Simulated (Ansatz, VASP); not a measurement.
## One calculation of Tl, two programs

```
Tl
1.0
     3.45600    0.00000    0.00000
    -1.72800    2.99298    0.00000
     0.00000    0.00000    5.52500
Tl
2
Direct
  0.66667 0.33333 0.75000
  0.33333 0.66667 0.25000
```

Alike in both runs: functional revPBE; k mesh 9 × 9 × 5; occupations fermi-dirac, width 0.05 eV; no spin polarisation.

```csv
,VASP,Ansatz
version,VASP 6.6.1,Ansatz 0.2.0
potentials or method,"VASP PAW PBE potentials, release 64 (Tl_d)",Ansatz PAW
plane-wave cutoff (eV),520,420
valence electrons in the cell,26,26
task,single point,band structure
```

Ansatz gave:

| Quantity | Value |
| --- | --- |
| gap on the k mesh at the Fermi level (eV) | none |
| pressure (GPa) | 4.8 |
| traceless stress, the component that is largest in VASP (GPa) | 0.94 |

Task: Which values does VASP return?

Result: gap on the k mesh at the Fermi level (eV): none; pressure (GPa): 4.7; traceless stress, the component that is largest in VASP (GPa): 0.94.

VASP's potentials were made for PBE, not for revPBE. A gap of «none» marks a metal or a gap that the smearing closes. With one functional, cell and mesh, what is left measures potentials, basis and numerics.

Spin-orbit coupling is off throughout.
